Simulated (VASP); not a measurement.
Write the native input for VASP 6.6.1 that does the following.

```yaml
Task: single point
Functional: r2SCAN
Potentials_or_basis: VASP PAW PBE potentials, release 64 (B, P, Al)
Cutoff: 520 eV
k_mesh: 4 × 4 × 4
Occupations: gaussian, width 0.01 eV
Spin: no spin polarisation
Dipole_correction: no
Further_INCAR_settings: ALGO = Normal; EDIFF = 1e-06; NBANDS = 26
```

Crystal: Al3BP4.

```
B P Al
1.0
     5.30757    0.00000    0.00000
     0.00000    5.30757    0.00000
     0.00000    0.00000    5.30757
B P Al
1 4 3
Cartesian
  0.0000 0.0000 0.0000
  1.2038 1.2038 1.2038
  4.1038 4.1038 1.2038
  4.1038 1.2038 4.1038
  1.2038 4.1038 4.1038
  2.6538 2.6538 0.0000
  2.6538 0.0000 2.6538
  0.0000 2.6538 2.6538
```

This cell differs from its parent crystal: volume changed by +3%.

These files were run (other wordings do the same):

POSCAR

```
Al3BP4
1.0
    5.3075698392      0.0000000000      0.0000000000
    0.0000000000      5.3075698392      0.0000000000
    0.0000000000      0.0000000000      5.3075698392
B P Al
1 4 3
Direct
    0.0000000000      0.0000000000      0.0000000000
    0.2268043483      0.2268043483      0.2268043483
    0.7731956517      0.7731956517      0.2268043483
    0.7731956517      0.2268043483      0.7731956517
    0.2268043483      0.7731956517      0.7731956517
    0.5000000000      0.5000000000      0.0000000000
    0.5000000000      0.0000000000      0.5000000000
    0.0000000000      0.5000000000      0.5000000000
```

INCAR.step1

```
SYSTEM = Al3BP4
  PREC = Accurate
  ENCUT = 520
  ISMEAR = 0
  SIGMA = 0.01
  LREAL = .FALSE.
  LASPH = .TRUE.
  NELM = 80
  NBANDS = 26
  GGA = PE
  ALGO = Normal
  EDIFF = 1E-4
  LWAVE = .TRUE.
  LCHARG = .FALSE.
```

INCAR.step2

```
SYSTEM = Al3BP4
  PREC = Accurate
  ENCUT = 520
  EDIFF = 1E-6
  ISMEAR = 0
  SIGMA = 0.01
  LREAL = .FALSE.
  LASPH = .TRUE.
  NELM = 80
  ALGO = Normal
  ISIF = 2
  LWAVE = .FALSE.
  LCHARG = .FALSE.
  METAGGA = R2SCAN
  LMIXTAU = .TRUE.
  NBANDS = 26
  ISTART = 1
```

KPOINTS

```
regular mesh
0
G
  4 4 4
  0 0 0
```

Potentials or basis: VASP PAW PBE potentials, release 64 (B, P, Al).

The run is started by

```bash
$ cat potpaw_PBE.64/B/POTCAR potpaw_PBE.64/P/POTCAR potpaw_PBE.64/Al/POTCAR > POTCAR
$ cp INCAR.step1 INCAR
$ mpirun -np 1 vasp_std > vasp.out
$ cp INCAR.step2 INCAR
$ mpirun -np 1 vasp_std > vasp.out
```

Results of the run:

* Pressure: -3.2 GPa
* Largest force: 0.056 eV/Å
* Band gap on the k mesh: 1.27 eV, indirect (least direct gap 1.73 eV)

Caveat: the PAW data sets were made with another functional, which shifts forces and pressure a little.

Wall time 95 s on 1 thread of Intel Xeon 6975P-C, on a shared host, peak memory 0.27 GiB.
